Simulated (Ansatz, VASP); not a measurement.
Ge: VASP beside Ansatz

```xyz
6
Lattice="4.0026 0.0000 0.0000 -2.0013 3.4664 0.0000 0.0000 0.0000 10.1382" Properties=species:S:1:pos:R:3 pbc="T T T"
Ge    0.0000    0.0000    5.0691
Ge    0.0000    0.0000    0.0000
Ge    2.0013    1.1555    3.7947
Ge    0.0000    2.3109    6.3436
Ge    0.0000    2.3109    8.8638
Ge    2.0013    1.1555    1.2744
```

Alike in both runs: task relaxation of cell and atoms; functional PBE; k mesh 12 × 12 × 4; occupations gaussian, width 0.1 eV; no spin polarisation.

```csv
,VASP,Ansatz
version,VASP 6.6.1,Ansatz 0.2.0
potentials or method,"VASP PAW PBE potentials, release 64 (Ge_d), cutoff 600 eV","scalar-relativistic, plane waves, PAW"
valence electrons in the cell,84,84
```

|  | VASP | Ansatz | Ansatz less VASP |
| --- | --- | --- | --- |
| gap on the k mesh at the Fermi level, each at its own relaxed structure (eV) | none | none | - |
| relaxed volume (Å³/atom) | 23.19 | 23.18 | -0.010 |
| relaxed length of the cell vector where the two differ most in proportion (Å) | 10.510 | 10.505 | -0.0051 |

A gap of «none» marks a metal or a gap that the smearing closes.
